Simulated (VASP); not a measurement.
The system is Tl.

```xyz
8
Lattice="6.0759 0.0000 0.0000 0.0000 6.0759 0.0000 0.0000 0.0000 6.0759" Properties=species:S:1:pos:R:3 pbc="T T T"
Tl    0.0000    0.0000    0.0000
Tl    3.0379    3.0379    3.0379
Tl    1.5190    0.0000    3.0379
Tl    4.5569    0.0000    3.0379
Tl    3.0379    1.5190    0.0000
Tl    3.0379    4.5569    0.0000
Tl    0.0000    3.0379    1.5190
Tl    0.0000    3.0379    4.5569
```

* Program: VASP 6.6.1
* Task: relaxation of cell and atoms
* Functional: RPBE
* Potentials or basis: VASP PAW PBE potentials, release 64 (Tl_d)
* Cutoff: 600 eV
* k mesh: 4 × 4 × 4
* Occupations: fermi-dirac, width 0.1 eV
* Spin: no spin polarisation

At the start: pressure 6.6 GPa; volume 28.04 Å³/atom.

**Question.** Where does the relaxation end?

**Answer.** Over 4 steps the energy falls by 97.5 meV/atom and the volume is 33.91 Å³/atom (+20.9 %); space group Pm-3n (No. 223, to 0.05 Å).

The path:
| step | energy change (eV) | largest force (eV/Å) | pressure (GPa) | volume (Å³) |
| --- | --- | --- | --- | --- |
| 1 | 0.0000 | 0.0000 | 6.56 | 224.30 |
| 2 | -0.7660 | 0.0000 | 0.62 | 263.64 |
| 3 | -0.7795 | 0.0000 | -0.12 | 272.87 |
| 4 | -0.7801 | 0.0000 | -0.01 | 271.27 |

Final structure:
```xyz
8
Lattice="6.4734 0.0000 0.0000 0.0000 6.4734 0.0000 0.0000 0.0000 6.4734" Properties=species:S:1:pos:R:3 pbc="T T T"
Tl    0.0000    0.0000    0.0000
Tl    3.2367    3.2367    3.2367
Tl    1.6184    0.0000    3.2367
Tl    4.8551    0.0000    3.2367
Tl    3.2367    1.6184    0.0000
Tl    3.2367    4.8551    0.0000
Tl    0.0000    3.2367    1.6184
Tl    0.0000    3.2367    4.8551
```

Caveat: the volume moved by over 15 % at a fixed basis, so the end points are rough; the PAW data sets were made with another functional, which shifts forces and pressure a little.
